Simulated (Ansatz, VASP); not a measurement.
## Two plane-wave programs on Hg

The input INCAR:

```
SYSTEM = Hg
PREC = Accurate ; ENCUT = 520
EDIFF = 1E-7 ; ISMEAR = 1
SIGMA = 0.3 ; LREAL = .False.
LASPH = .True. ; NELM = 100
ALGO = Normal ; ISIF = 2
LWAVE = .False. ; LCHARG = .True.
GGA = CA ; LELF = .True.
LVHAR = .True. ; NBANDS = 12
```

File KPOINTS:

```
Automatic mesh
0
Gamma
  9 9 9
  0 0 0
```

POSCAR

```
Hg
1.0
    3.2739230000      0.0000000000      0.0000000000
   -1.0293416700      3.1078976071      0.0000000000
   -1.1222907500     -1.5539489212      2.6541058820
Hg
1
Direct
    0.5000000000      0.5000000000      0.0000000000
```

Input for Ansatz:

```yaml
crystal:
  lattice:
    - [3.273923, 0.0, 0.0]
    - [-1.029341669986432, 3.107897607122626, 0.0]
    - [-1.1222907499685828, -1.5539489212013233, 2.654105881980069]
  atoms:
    - { symbol: Hg, position: [0.49999999999999994, 0.5, 0.0] }
basis:
  ecutwfc: 517.016338673772
kpoints:
  mp_grid:
    grid: [9, 9, 9]
    shift: [0.0, 0.0, 0.0]
hamiltonian:
  xc: lda
scf:
  occupations:
    method: methfessel_paxton
    width: 0.3
output:
  stress: true
```

Alike in both runs: task single point; functional LDA; k mesh 9 × 9 × 9; occupations methfessel-paxton of order 1, width 0.3 eV; no spin polarisation.

|  | VASP | Ansatz |
| --- | --- | --- |
| version | VASP 6.6.1 | Ansatz 0.2.0 |
| potentials or method | VASP PAW LDA potentials, release 64 (Hg), cutoff 520 eV | plane waves, PAW |
| valence electrons in the cell | 12 | 20 |

```csv
,VASP,Ansatz,Ansatz less VASP
pressure (GPa),-4.6,-4.7,-0.11
"traceless stress, the component that is largest in VASP (GPa)",0.15,0.13,-0.019
```

LDA's correlation is that of Perdew and Zunger in VASP and of Perdew and Wang (1992) in Ansatz. VASP's potentials hold 12 valence electrons a cell and Ansatz's 20, so a difference there can come from the potentials and not from the codes.

Neither program's run includes spin-orbit coupling.
